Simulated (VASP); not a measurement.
# HfC: single point with r2SCAN+U

Crystal: HfC.

```xyz
4
Lattice="3.3429 0.0000 0.0000 -1.6714 2.8950 0.0000 0.0000 0.0000 5.2027" Properties=species:S:1:pos:R:3 pbc="T T T"
Hf    0.0000    1.9300    1.3007
Hf    1.6714    0.9650    3.9020
C     0.0000    0.0000    2.6014
C     0.0000    0.0000    0.0000
```

```json
{
 "Program": "VASP 6.6.1",
 "Task": "single point",
 "Functional": "r2SCAN",
 "Potentials or basis": "VASP PAW PBE potentials, release 64 (Hf_pv, C)",
 "Cutoff": "520 eV",
 "k mesh": "9 × 9 × 5",
 "Occupations": "fermi-dirac, width 0.05 eV",
 "Spin": "no spin polarisation",
 "Hubbard terms": "Hf d U = 2.0 eV",
 "Dipole correction": "no",
 "Further INCAR settings": "ALGO = Normal; EDIFF = 1e-06; NBANDS = 22"
}
```

```
Pressure               : 3.3 GPa
Band gap on the k mesh : zero (band 14 reaches 8.08 eV, above the bottom of band 15 at 6.63 eV)
```

Stress tensor (GPa, compression positive):
```
0.74 0.00 0.00
0.00 0.74 0.00
0.00 0.00 8.32
```

Levels at points of the mesh, in eV from the Fermi level:
| k point | band 10 | band 11 | band 12 | band 13 | band 14 | band 15 | band 16 | band 17 | band 18 | band 19 |
| --- | --- | --- | --- | --- | --- | --- | --- | --- | --- | --- |
| (0.00, 0.00, 0.00) | -3.32 | -3.32 | -1.45 | -1.45 | 1.36 | 1.75 | 1.75 | 2.16 | 2.16 | 2.31 |

Eigenvalues of the final occupation matrices:
```csv
site,spin,trace,eigenvalues
site 1 d,1,0.83,0.12 0.16 0.16 0.20 0.20
site 1 d,2,0.83,0.12 0.16 0.16 0.20 0.20
site 2 d,1,0.83,0.12 0.16 0.16 0.20 0.20
site 2 d,2,0.83,0.12 0.16 0.16 0.20 0.20
```

Run time: 8.7 min on 1 thread of AMD EPYC 7R13, with other jobs on the host, peak memory 0.17 GiB.

Caveat: the PAW data sets were made with another functional, which shifts forces and pressure a little; spin-orbit coupling is left out, which moves the levels of the heavy elements; U without spin polarisation on a metal has little footing; the U is typed as a test and isn't derived for this compound.
